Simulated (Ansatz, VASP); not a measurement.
# Ru: VASP beside Ansatz

```xyz
2
Lattice="2.2999 0.0000 0.0000 -1.1500 2.6948 0.0000 0.0000 0.0000 4.2819" Properties=species:S:1:pos:R:3 pbc="T T T"
Ru    0.0000    1.7965    1.0705
Ru    1.1500    0.8983    3.2114
```

Change from the starting cell: strain -0.1500 x Voigt [1, -1, 0, 0, 0, 0], atoms carried along.

Alike in both runs: task single point; functional PBE; k mesh 24 × 24 × 12; occupations gaussian, width 0.15 eV; no spin polarisation.

|  | VASP | Ansatz |
| --- | --- | --- |
| version | VASP 6.6.1 | Ansatz 0.2.0 |
| potentials or method | VASP PAW PBE potentials, release 64 (Ru_pv), cutoff 520 eV | scalar-relativistic, plane waves, PAW |
| valence electrons in the cell | 28 | 32 |

Ansatz gave:

| Quantity | Value |
| --- | --- |
| gap on the k mesh at the Fermi level (eV) | none |
| pressure (GPa) | 39.4 |
| traceless stress, the component that is largest in VASP (GPa) | 78.29 |
| rms of the force components (eV/Å) | 0.402 |

Question: What did VASP give for the same quantities?

Answer: gap on the k mesh at the Fermi level (eV): none; pressure (GPa): 39.7; traceless stress, the component that is largest in VASP (GPa): 78.83; rms of the force components (eV/Å): 0.405.

Atom by atom the forces differ by 0.003 eV/Å (rms over components). A gap of «none» marks a metal or a gap that the smearing closes. Both programs put the cell under a high pressure, so it lies far from rest at this level. With one functional, cell and mesh, what is left measures potentials, basis and numerics. VASP's potentials hold 28 valence electrons a cell and Ansatz's 32, so a difference there can come from the potentials and not from the codes.
